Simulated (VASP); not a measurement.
Here is a VASP 6.6.1 calculation.

File POSCAR:

```
AgI
1.0
    0.0000000000      3.2885748994      3.2885748994
    3.2885748994      0.0000000000      3.2885748994
    3.2885748994      3.2885748994      0.0000000000
Ag I
1 1
Direct
    0.0000000000      0.0000000000      0.0000000000
    0.2500000000      0.2500000000      0.2500000000
```

INCAR.step1

```
PREC = Accurate
ENCUT = 550
ISMEAR = 0
SIGMA = 0.01
LREAL = False
LASPH = True
NELM = 120
NBANDS = 16
GGA = PE
ALGO = Normal
EDIFF = 1E-5
LWAVE = True
LCHARG = False
GGA_COMPAT = False
```

The input INCAR.step2:

```
PREC = Accurate
ENCUT = 550
EDIFF = 1E-6
ISMEAR = 0
SIGMA = 0.01
LREAL = False
LASPH = True
NELM = 120
ALGO = Normal
ISIF = 2
LWAVE = False
LCHARG = False
METAGGA = R2SCAN
LMIXTAU = True
NBANDS = 16
ISTART = 1
GGA_COMPAT = False
```

The input KPOINTS:

```
regular mesh
0
Gamma
  6 6 6
```

Potentials or basis: VASP PAW PBE potentials, release 64 (Ag, I).

Run with:

```bash
$ cat potpaw_PBE.64/Ag/POTCAR potpaw_PBE.64/I/POTCAR > POTCAR
$ cp INCAR.step1 INCAR
$ mpirun -np 1 vasp_std > vasp.out
$ cp INCAR.step2 INCAR
$ mpirun -np 1 vasp_std > vasp.out
```

Question: Predict the band gap on the k mesh.

Answer: 1.79 eV, direct.

Question: What does it give for the pressure?

Answer: -0.1 GPa.

Caveat: the PAW data sets were made with another functional, which shifts forces and pressure a little; spin-orbit coupling is left out, which moves the levels of the heavy elements. r2SCAN opens gaps a little over a GGA but as a rule still falls short of measured ones.
